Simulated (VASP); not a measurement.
# PbS (Galena) (Fm-3m) in VASP: further runs

Aim: see how the results for PbS (Galena) move with the level of theory and the settings. Levels: BLYP+D4, HSE06, RPBE+D3(BJ), PBEsol+D3(BJ), PBEsol+D4. Tasks: relaxation of cell and atoms, single point.

Everything below comes from runs of VASP 6.6.1. Logs are shortened: lines on timing, memory, paths and dates and some standing lists are left out, and cuts for length are marked.

### 1 The cell of the first run

The structure is cubic, space group Fm-3m (No. 225). The conventional cell has a = 5.931 Å, b = 5.931 Å, c = 5.931 Å, α = 90.00°, β = 90.00°, γ = 90.00°. Pb (site symmetry m-3m) has 6 S at 2.97 Å within 3.9 Å. S (site symmetry m-3m) has 6 Pb at 2.97 Å within 3.9 Å.

### 2 Relaxation of cell and atoms, BLYP+D4

INCAR

```
SYSTEM = PbS
PREC = Accurate
ENCUT = 600
EDIFF = 1E-7
ISMEAR = -1
SIGMA = 0.05
LREAL = .FALSE.
LASPH = .TRUE.
NELM = 60
ALGO = Normal
ISIF = 3
LWAVE = .FALSE.
LCHARG = .FALSE.
GGA = B5
ALDAX = 1.0
AGGAX = 1.0
AGGAC = 1.0
ALDAC = 0.0
IVDW = 13
VDW_S6 = 1.0
VDW_S8 = 2.34076671
VDW_A1 = 0.44488865
VDW_A2 = 4.0933009
IBRION = 2
NSW = 60
EDIFFG = -0.01
```

KPOINTS

```
Automatic mesh
0
G
  8 8 8
  0 0 0
```

POSCAR

```
PbS
1.0
    0.0000000000      2.9657500000      2.9657500000
    2.9657500000      0.0000000000      2.9657500000
    2.9657500000      2.9657500000      0.0000000000
Pb S
1 1
Direct
    0.0000000000      0.0000000000      0.0000000000
    0.5000000000      0.5000000000      0.5000000000
```

Potentials or basis: VASP PAW PBE potentials, release 64 (Pb_d, S).

Started as:

```sh
$ cat potpaw_PBE.64/Pb_d/POTCAR potpaw_PBE.64/S/POTCAR > POTCAR
$ mpirun -np 1 vasp_std > vasp.out
```

OUTCAR:

```text
SYSTEM = PbS
   PREC = Accurate
   ENCUT = 600
   EDIFF = 1E-7
   ISMEAR = -1
   LREAL = .FALSE.
   LASPH = .TRUE.
   NELM = 60
   ISIF = 3
   GGA = B5
   IVDW = 13
   IBRION = 2
   NSW = 60
   EDIFFG = -0.01

 ion  position               nearest neighbor table
   1  0.000  0.000  0.000-   2 2.97   2 2.97   2 2.97   2 2.97   2 2.97   2 2.97
   2  0.500  0.500  0.500-   1 2.97   1 2.97   1 2.97   1 2.97   1 2.97   1 2.97

  LATTYP: Found a face centered cubic cell.
 ALAT       =     5.9315000000

  Lattice vectors:

 A1 = (   0.0000000000,   2.9657500000,   2.9657500000)
 A2 = (   2.9657500000,   0.0000000000,   2.9657500000)
 A3 = (   2.9657500000,   2.9657500000,   0.0000000000)

Analysis of symmetry for initial positions (statically):
=====================================================================
 Subroutine PRICEL returns:
 Original cell was already a primitive cell.

 Routine SETGRP: Setting up the symmetry group for a
 face centered cubic supercell.

 Subroutine GETGRP returns: Found 48 space group operations
[... 9 lines left out ...]

 Routine SETGRP: Setting up the symmetry group for a
 face centered cubic supercell.

 Subroutine GETGRP returns: Found 48 space group operations
[... 11 lines left out ...]
                                     Primitive cell

  volume of cell :      52.1715

  direct lattice vectors                    reciprocal lattice vectors
     0.000000000  2.965750000  2.965750000    -0.168591419  0.168591419  0.168591419
     2.965750000  0.000000000  2.965750000     0.168591419 -0.168591419  0.168591419
     2.965750000  2.965750000  0.000000000     0.168591419  0.168591419 -0.168591419

  length of vectors
     4.194203873  4.194203873  4.194203873     0.292008903  0.292008903  0.292008903

  position of ions in fractional coordinates (direct lattice)
     0.000000000  0.000000000  0.000000000
     0.500000000  0.500000000  0.500000000

  ion indices of the primitive-cell ions
   primitive index   ion index
                 1           1
                 2           2

----------------------------------------------------------------------------------------

 KPOINTS: Automatic mesh

Automatic generation of k-mesh.
 Grid dimensions read from file:
 generate k-points for:    8    8    8

 Generating k-lattice:

  Cartesian coordinates                     Fractional coordinates (reciprocal lattice)
    -0.021073927  0.021073927  0.021073927     0.125000000  0.000000000  0.000000000
     0.021073927 -0.021073927  0.021073927     0.000000000  0.125000000  0.000000000
     0.021073927  0.021073927 -0.021073927     0.000000000  0.000000000  0.125000000

  Length of vectors
     0.036501113  0.036501113  0.036501113

[... 55 lines left out ...]
   EDIFFG = -.1E-01   stopping-criterion for IOM
   NSW    =     60    number of steps for IOM
   IBRION =      2    ionic relax: 0-MD 1-quasi-New 2-CG
   NFREE  =      1    steps in history (QN), initial steepest desc. (CG)
   ISIF   =      3    stress and relaxation
   ISYM   =      2    0-nonsym 1-usesym 2-fastsym
   POTIM  = 0.5000    time-step for ionic-motion
   TEBEG  =    0.0;   TEEND  =   0.0 temperature during run
   PSTRESS=    0.0 pullay stress
   NELECT =      20.0000    total number of electrons
   NUPDOWN=      -1.0000    fix difference up-down
   EMIN   =  10.00;   EMAX   =-10.00  energy-range for DOS
   EFERMI =   0.00;   METHOD = LEGACY
   ISMEAR =    -1;   SIGMA  =   0.05  broadening in eV -4-tet -1-fermi 0-gaus
   EFERMI_NEDOS =   21; number of points for ismear=-14 and -15
   IALGO  =     38    algorithm
   IMIX   =      4    mixing-type and parameters
     AMIX     =   0.40;   BMIX     =  1.00
     AMIX_MAG =   1.60;   BMIX_MAG =  1.00
  volume/ion in A,a.u.               =      26.09       176.04
  Fermi-wavevector in a.u.,A,eV,Ry     =   1.189251  2.247359 19.242973  1.414319
  Thomas-Fermi vector in A             =   2.325363
   LORBIT       =      0    0 simple, 1 ext, 2 COOP (PROOUT), +10 PAW based schemes
   GGA     = B5    functional components
   LHFCALC =     F    Hartree Fock is set to
   AEXX    =    0.0000 exact exchange contribution
   IVDW    =    13    specifies the selected vdW correction
   LEPSILON=     F    determine dielectric tensor
   LRPA    =     F    only Hartree local field effects (RPA)
 conjugate gradient relaxation of ions
 non-spin polarized calculation
  energy-cutoff  :      600.00
  volume of cell :       52.17
 maximum number of plane-waves:      1807
 NGX is ok and might be reduce to    36
   NGX = 17   NGY = 17   NGZ = 17

--------------------------------------- Ionic step        1  -------------------------------------------

 number of electron      20.0000002 magnetization

 Free energy of the ion-electron system (eV)
  ---------------------------------------------------
  ext. energy  EPLUGINS =         0.00000000
  ---------------------------------------------------
  free energy    TOTEN  =        -7.66282824 eV

  energy without entropy =       -7.66275386  energy(sigma->0) =       -7.66279105

------------------------ aborting loop because EDIFF is reached ----------------------------------------

  DFT-D4 for vdW energy calculation

  Edisp (eV):   -1.41466
[... 231 lines left out ...]
--------------------------------------- Ionic step        7  -------------------------------------------

 number of electron      20.0000003 magnetization

 E-fermi :   5.2708     XC(G=0):  -8.6765

 val. band max:        4.8904426704   @ k =   0.5000   0.0000   0.0000
 cond. band min:       5.6509615542   @ k =   0.5000   0.0000   0.0000
 fundamental gap:      0.7605188838
 Fermi energy:         5.2707884460

 k-point     1 :       0.0000    0.0000    0.0000
  band No.  band energies     occupation
      1     -11.7147      2.00000
      2     -11.7147      2.00000
      3     -11.7147      2.00000
      4     -11.6999      2.00000
      5     -11.6999      2.00000
      6      -7.7532      2.00000
      7      -1.3213      2.00000
      8       3.2908      2.00000
      9       3.2908      2.00000
     10       3.2908      2.00000
     11       9.7797      0.00000
     12       9.7797      0.00000
     13       9.7797      0.00000
     14      12.1278      0.00000
[... 470 lines left out ...]
--------------------------------------- Ionic step        9  -------------------------------------------

 number of electron      20.0000003 magnetization

 Free energy of the ion-electron system (eV)
  ---------------------------------------------------
  ext. energy  EPLUGINS =         0.00000000
  ---------------------------------------------------
  free energy    TOTEN  =        -7.75991133 eV

  energy without entropy =       -7.75990426  energy(sigma->0) =       -7.75990779

 E-fermi :   5.2994     XC(G=0):  -8.6874

 val. band max:        4.9220000339   @ k =   0.5000   0.0000   0.0000
 cond. band min:       5.6766893307   @ k =   0.5000   0.0000   0.0000
 fundamental gap:      0.7546892968
 Fermi energy:         5.2994254417

 k-point     1 :       0.0000    0.0000    0.0000
  band No.  band energies     occupation
      1     -11.6869      2.00000
      2     -11.6869      2.00000
      3     -11.6869      2.00000
      4     -11.6722      2.00000
      5     -11.6722      2.00000
      6      -7.7425      2.00000
      7      -1.2866      2.00000
      8       3.3100      2.00000
      9       3.3100      2.00000
     10       3.3100      2.00000
     11       9.8179      0.00000
     12       9.8179      0.00000
     13       9.8179      0.00000
     14      12.1532      0.00000
[... 424 lines left out ...]
  FREE ENERGIE OF THE ION-ELECTRON SYSTEM (eV)
  ---------------------------------------------------
  free  energy   TOTEN  =        -9.1511136504 eV

  energy  without entropy=       -9.1511065813  energy(sigma->0) =       -9.15111012

 reached required accuracy - stopping structural energy minimisation
```

Wall time 5.4 min (1 thread of Intel Xeon Platinum 8259CL at 2.50GHz (Skylake/Cascade Lake), shared host); peak memory 0.23 GiB.

What came out:

```yaml
Free_energy: -9.1511 eV
Relaxed_volume: 28.76 Å³/atom
Relaxed_cell: a = 4.333 Å, b = 4.333 Å, c = 4.333 Å, α = 60.00°, β = 60.00°, γ = 60.00°
Space_group_after_relaxing_to_0.05_Å: Fm-3m (No. 225)
Energy_gained_by_relaxing: 36.8 meV/atom
Ionic_steps: 9
Pressure_after_relaxing: 0.0 GPa
Band_gap_on_the_k_mesh: 0.75 eV, direct
Dispersion_energy_per_atom: -0.696 eV
```

The path:
| step | energy change (eV) | largest force (eV/Å) | pressure (GPa) | volume (Å³) |
| --- | --- | --- | --- | --- |
| 1 | 0.0000 | 0.0000 | 2.00 | 52.17 |
| 2 | -0.0145 | 0.0000 | 0.76 | 54.66 |
| 3 | -0.0499 | 0.0000 | 5.70 | 56.36 |
| 4 | -0.0284 | 0.0000 | -4.61 | 59.85 |
| 5 | -0.0674 | 0.0000 | -2.57 | 58.22 |
| 6 | -0.0670 | 0.0000 | 3.57 | 56.92 |
| 7 | -0.0733 | 0.0000 | -0.66 | 57.67 |
| 8 | -0.0736 | 0.0000 | 0.11 | 57.51 |
| 9 | -0.0736 | 0.0000 | 0.05 | 57.52 |

Final structure:
```xyz
2
Lattice="0.0000 3.0638 3.0638 3.0638 0.0000 3.0638 3.0638 3.0638 0.0000" Properties=species:S:1:pos:R:3 pbc="T T T"
Pb    0.0000    0.0000    0.0000
S     3.0638    3.0638    3.0638
```

Caveat: the PAW data sets were made with another functional, which shifts forces and pressure a little; spin-orbit coupling is left out, which moves the levels of the heavy elements; the volume moved by +10 % from the deposited cell, more than functionals usually miss. Zero-point motion and thermal expansion aren't in these numbers.

### 3 Single point, HSE06

This run uses another cell than the first one, of 27.65 Å³/atom, 1.060 times its volume.

POSCAR

```
PbS
1.0
    0.0000000000      3.0239167281      3.0239167281
    3.0239167281      0.0000000000      3.0239167281
    3.0239167281      3.0239167281      0.0000000000
Pb S
1 1
Direct
    0.0000000000      0.0000000000      0.0000000000
    0.5000000000      0.5000000000      0.5000000000
```

INCAR.step1

```
  ALGO = Normal
  EDIFF = 1E-5
  ENCUT = 520
  GGA = PE
  ISIF = 2
  ISMEAR = -1
  LASPH = T
  LREAL = F
  LWAVE = T
  NBANDS = 17
  NELM = 100
  PREC = Accurate
  SIGMA = 0.05
```

INCAR.step2

```
  ALGO = Normal
  EDIFF = 1E-6
  ENCUT = 520
  GGA = PE
  HFSCREEN = 0.2079
  ISIF = 2
  ISMEAR = -1
  ISTART = 1
  LASPH = T
  LCHARG = T
  LELF = T
  LHFCALC = T
  LREAL = F
  LVHAR = T
  LWAVE = F
  NBANDS = 17
  NELM = 100
  PREC = Accurate
  PRECFOCK = Normal
  SIGMA = 0.05
```

KPOINTS

```
k-points
0
Gamma
  4 4 4
```

Potentials or basis: VASP PAW PBE potentials, release 64 (Pb_d, S).

Started as:

```sh
$ cat potpaw_PBE.64/Pb_d/POTCAR potpaw_PBE.64/S/POTCAR > POTCAR
$ cp INCAR.step1 INCAR
$ mpirun -np 1 vasp_std > vasp.out
$ cp INCAR.step2 INCAR
$ mpirun -np 1 vasp_std > vasp.out
```

Run time: 7.8 min. Hardware: 1 thread of Intel Xeon 6975P-C, shared host; peak memory 0.29 GiB.

Results (log left out):

```yaml
Free_energy: -10.3810 eV
Pressure: -2.1 GPa
Band_gap_on_the_k_mesh: 1.03 eV, direct
```

Levels at points of the mesh, in eV from the valence-band top:
```tsv
k point	band 6	band 7	band 8	band 9	band 10	band 11	band 12	band 13	band 14	band 15
(0.00, 0.00, 0.00)	-14.52	-6.44	-2.17	-2.17	-2.17	5.94	5.94	5.94	7.64	7.64
(0.50, 0.00, 0.00)	-13.35	-9.23	-1.81	-1.81	0.00	1.03	2.69	2.69	9.45	11.25
(0.50, 0.50, 0.00)	-12.96	-7.55	-5.25	-3.45	-3.45	4.69	6.34	6.42	6.42	12.21
```

Caveat: the k points lie up to 0.45 Å⁻¹ apart; the PAW data sets were made with another functional, which shifts forces and pressure a little; spin-orbit coupling is left out, which moves the levels of the heavy elements.

### 4 Single point, RPBE+D3(BJ)

This run uses another cell than the first one, of 21.74 Å³/atom, 0.833 times its volume.

INCAR

```
PREC     = Accurate       # precision mode
ENCUT    = 520            # plane-wave cutoff, eV
EDIFF    = 1E-6           # SCF threshold, eV
ISMEAR   = -1             # smearing method
SIGMA    = 0.05           # smearing width, eV
LREAL    = False          # projectors in reciprocal space
LASPH    = True           # aspherical terms in the spheres
NELM     = 60             # most SCF steps
ALGO     = Normal         # electronic algorithm
ISIF     = 2              # what is computed and relaxed
LWAVE    = False          # write WAVECAR
LCHARG   = False          # write CHGCAR
GGA      = RP             # functional
IVDW     = 12             # dispersion correction
NBANDS   = 17             # bands
```

KPOINTS

```
regular mesh
0
Gamma
  8 8 8
```

POSCAR

```
PbS
1.0
    0.0000000000      2.7908105603      2.7908105603
    2.7908105603      0.0000000000      2.7908105603
    2.7908105603      2.7908105603      0.0000000000
Pb S
1 1
Direct
    0.0000000000      0.0000000000      0.0000000000
    0.5000000000      0.5000000000      0.5000000000
```

Started as:

```sh
$ cat potpaw_PBE.64/Pb_d/POTCAR potpaw_PBE.64/S/POTCAR > POTCAR
$ mpirun -np 1 vasp_std > vasp.out
```

It took 26 s on 1 thread of Intel Xeon 6975P-C, shared host; peak memory 0.19 GiB.

Results (log left out):

```
Free energy                : -11.5637 eV
Pressure                   : -0.1 GPa
Band gap on the k mesh     : 0.43 eV, direct
Dispersion energy per atom : -2.060 eV
```

Levels at points of the mesh, in eV from the valence-band top:
```
           k point  band 7  band 8  band 9  band 10  band 11  band 12  band 13  band 14
(0.00, 0.00, 0.00)   -5.50   -3.09   -3.09    -3.09     5.93     5.93     5.93     6.31
(0.50, 0.00, 0.00)   -9.99   -2.50   -2.50     0.00     0.43     1.60     1.60     9.08
(0.50, 0.50, 0.00)   -7.40   -6.80   -4.66    -4.66     3.14     6.37     6.57     6.57
```

Caveat: the PAW data sets were made with another functional, which shifts forces and pressure a little; spin-orbit coupling is left out, which moves the levels of the heavy elements.

[end of part 1 of 2]
